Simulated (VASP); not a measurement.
Here is a VASP 6.6.1 calculation.

The input POSCAR:

```
AlN
1.0
    3.1065679352      0.0000000000      0.0000000000
   -1.5532839676      2.6903667505      0.0000000000
    0.0000000000      0.0000000000      4.9780667183
Al N
2 2
Direct
    0.3333333333      0.6666666667     -0.0087022219
    0.6666666667      0.3333333333      0.4912977781
    0.3333333333      0.6666666667      0.3907022219
    0.6666666667      0.3333333333      0.8907022219
```

INCAR.step1

```
SYSTEM = AlN
ALGO = Normal ; EDIFF = 1E-4
ENCUT = 520 ; GGA = PE
ISMEAR = 0 ; LASPH = .True.
LCHARG = .False. ; LREAL = .False.
LWAVE = .True. ; NBANDS = 16
NELM = 60 ; PREC = Accurate
SIGMA = 0.01
```

Contents of INCAR.step2:

```
SYSTEM = AlN
ALGO = Normal ; EDIFF = 1E-7
ENCUT = 520 ; ISIF = 2
ISMEAR = 0 ; ISTART = 1
LASPH = .True. ; LCHARG = .False.
LMIXTAU = .True. ; LREAL = .False.
LWAVE = .False. ; METAGGA = R2SCAN
NBANDS = 16 ; NELM = 60
PREC = Accurate ; SIGMA = 0.01
```

File KPOINTS:

```
k-points
0
Gamma
  9 9 6
  0 0 0
```

Potentials or basis: VASP PAW PBE potentials, release 64 (Al, N).

Command:

```console
$ cat potpaw_PBE.64/Al/POTCAR potpaw_PBE.64/N/POTCAR > POTCAR
$ cp INCAR.step1 INCAR
$ mpirun -np 1 vasp_std > vasp.out
$ cp INCAR.step2 INCAR
$ mpirun -np 1 vasp_std > vasp.out
```

Question: Predict the pressure.

Answer: 0.1 GPa.

Question: What does it give for the largest force?

Answer: 0.904 eV/Å.

Question: Estimate the band gap on the k mesh.

Answer: 4.63 eV, direct.

Stress tensor (GPa, compression positive):
```
 3.54  0.00  0.00
 0.00  3.54  0.00
 0.00  0.00 -6.65
```

Caveat: the PAW data sets were made with another functional, which shifts forces and pressure a little. r2SCAN opens gaps a little over a GGA but as a rule still falls short of measured ones.
